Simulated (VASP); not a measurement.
Write the native input for VASP 6.6.1 that does the following.

- Task: single point
- Functional: PBEsol
- Potentials or basis: VASP PAW PBE potentials, release 64 (Hf_pv, N)
- Cutoff: 520 eV
- k mesh: 18 × 18 × 18
- Occupations: gaussian, width 0.15 eV
- Spin: no spin polarisation
- Dipole correction: no
- Further INCAR settings: ALGO = Normal; EDIFF = 1e-06; NBANDS = 14

The structure of HfN lies in POSCAR:

```
HfN
1.0
    0.0000000000      2.2477050000      2.2590000000
    2.2702950000      0.0000000000      2.2590000000
    2.2702950000      2.2477050000      0.0000000000
Hf N
1 1
Direct
    0.0000000000      0.0000000000      0.0000000000
    0.5000000000      0.5000000000      0.5000000000
```

This cell differs from its parent crystal: strain +0.0050 x Voigt [1, -1, 0, 0, 0, 0].

One way to write it, as run:

INCAR

```
SYSTEM = HfN
  PREC = Accurate
  ENCUT = 520
  EDIFF = 1E-6
  ISMEAR = 0
  SIGMA = 0.15
  LREAL = .FALSE.
  LASPH = .TRUE.
  NELM = 80
  ALGO = Normal
  ISIF = 2
  LWAVE = .FALSE.
  LCHARG = .TRUE.
  GGA = PS
  LELF = .TRUE.
  LVHAR = .TRUE.
  NBANDS = 14
```

KPOINTS

```
regular mesh
0
G
  18 18 18
  0 0 0
```

Potentials or basis: VASP PAW PBE potentials, release 64 (Hf_pv, N).

Command:

```bash
$ cat potpaw_PBE.64/Hf_pv/POTCAR potpaw_PBE.64/N/POTCAR > POTCAR
$ mpirun -np 1 vasp_std > vasp.out
```

Results of the run:

- Pressure: -5.1 GPa
- Band gap on the k mesh: zero (an odd number of electrons rules out a gap without spin polarisation)

Caveat: the cell differs from its parent crystal (strain +0.0050 x Voigt [1, -1, 0, 0, 0, 0]); the cell stands under tension; the PAW data sets were made with another functional, which shifts forces and pressure a little; spin-orbit coupling is left out, which moves the levels of the heavy elements.

Wall time 3.3 min on 1 thread of Intel Xeon 8259CL, with other jobs on the host, peak memory 0.39 GiB.
